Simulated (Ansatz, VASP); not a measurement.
**One calculation of Hf2AlAgCl6, two programs**

```
Hf Al Ag Cl
1.0
     0.00000    4.81571    4.81571
     4.81571    0.00000    4.81571
     4.81571    4.81571    0.00000
Hf Al Ag Cl
2 1 1 6
Cartesian
  2.4079 2.4079 2.4079
  7.2236 7.2236 7.2236
  0.0000 0.0000 0.0000
  4.8157 4.8157 4.8157
  2.2835 4.8157 4.8157
  4.8157 2.2835 4.8157
  7.3479 4.8157 4.8157
  4.8157 7.3479 4.8157
  4.8157 4.8157 2.2835
  4.8157 4.8157 7.3479
```

Alike in both runs: functional PBE; k mesh 6 × 6 × 6; no spin polarisation.

Ansatz relaxed the structure, and its values are those at the end. VASP's run is a single point on that final structure, the one shown.

|  | VASP | Ansatz |
| --- | --- | --- |
| version | VASP 6.6.1 | Ansatz 0.2.0 |
| potentials or method | VASP PAW PBE potentials, release 64 (Hf_pv, Al, Ag, Cl), cutoff 520 eV | PAW plane waves |
| occupations | fermi-dirac, width 0.1 eV | fermi-dirac |
| valence electrons in the cell | 76 | 116 |

|  | VASP | Ansatz | Ansatz less VASP |
| --- | --- | --- | --- |
| pressure (GPa) | 3.4 | 3.6 | +0.16 |
| rms of the force components (eV/Å) | 0.005 | 0.000 | -0.0045 |

VASP's potentials hold 76 valence electrons a cell and Ansatz's 116, so a difference there can come from the potentials and not from the codes. Ansatz's warnings: stress scf threshold loose.

Neither program's run includes spin-orbit coupling.
